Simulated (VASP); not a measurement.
Wanted: the native input for a VASP 6.6.1 run.

| Property | Result |
| --- | --- |
| Task | single point |
| Functional | PBEsol |
| Potentials or basis | VASP PAW PBE potentials, release 64 (W_sv, Se) |
| Cutoff | 520 eV |
| k mesh | 12 × 12 × 2 |
| Occupations | gaussian, width 0.05 eV |
| Spin | no spin polarisation |
| Dipole correction | no |
| Further INCAR settings | ALGO = Normal; EDIFF = 1e-06; NBANDS = 20 |

The structure of WSe2 lies in POSCAR:

```
WSe2
1.0
    3.2702526784      0.0000000000      0.0000000000
   -1.6351263392      2.8604431153      0.0000000000
    0.0000000000      0.0000000000     16.6612169706
W Se
1 2
Direct
    0.0000000000      0.0000000000      0.0000000000
    0.3333333333      0.6666666667      0.1003992721
    0.3333333333      0.6666666667      0.8996007279
```

This cell differs from its parent crystal: strain +0.0100 x Voigt [0, 1, 0, 0, 0, 0].

These files were run (other wordings do the same):

INCAR

```
SYSTEM = WSe2
  PREC = Accurate
  ENCUT = 520
  EDIFF = 1E-6
  ISMEAR = 0
  SIGMA = 0.05
  LREAL = .FALSE.
  LASPH = .TRUE.
  NELM = 100
  ALGO = Normal
  ISIF = 2
  LWAVE = .FALSE.
  LCHARG = .FALSE.
  GGA = PS
  NBANDS = 20
```

KPOINTS

```
Automatic mesh
0
G
  12 12 2
  0 0 0
```

Potentials or basis: VASP PAW PBE potentials, release 64 (W_sv, Se).

Command:

```bash
$ cat potpaw_PBE.64/W_sv/POTCAR potpaw_PBE.64/Se/POTCAR > POTCAR
$ mpirun -np 1 vasp_std > vasp.out
```

It gave:

```yaml
Largest_force: 0.071 eV/Å
Band_gap_on_the_k_mesh: 1.64 eV
```

Caveat: the cell differs from its parent crystal (strain +0.0100 x Voigt [0, 1, 0, 0, 0, 0]); there is no dipole correction, which matters where the two faces differ; the PAW data sets were made with another functional, which shifts forces and pressure a little; spin-orbit coupling is left out, which moves the levels of the heavy elements.

Run time: 2.3 min on 1 thread of AMD EPYC 9R45 96-Core Processor (Zen 5), with other jobs on the host, peak memory 0.42 GiB.
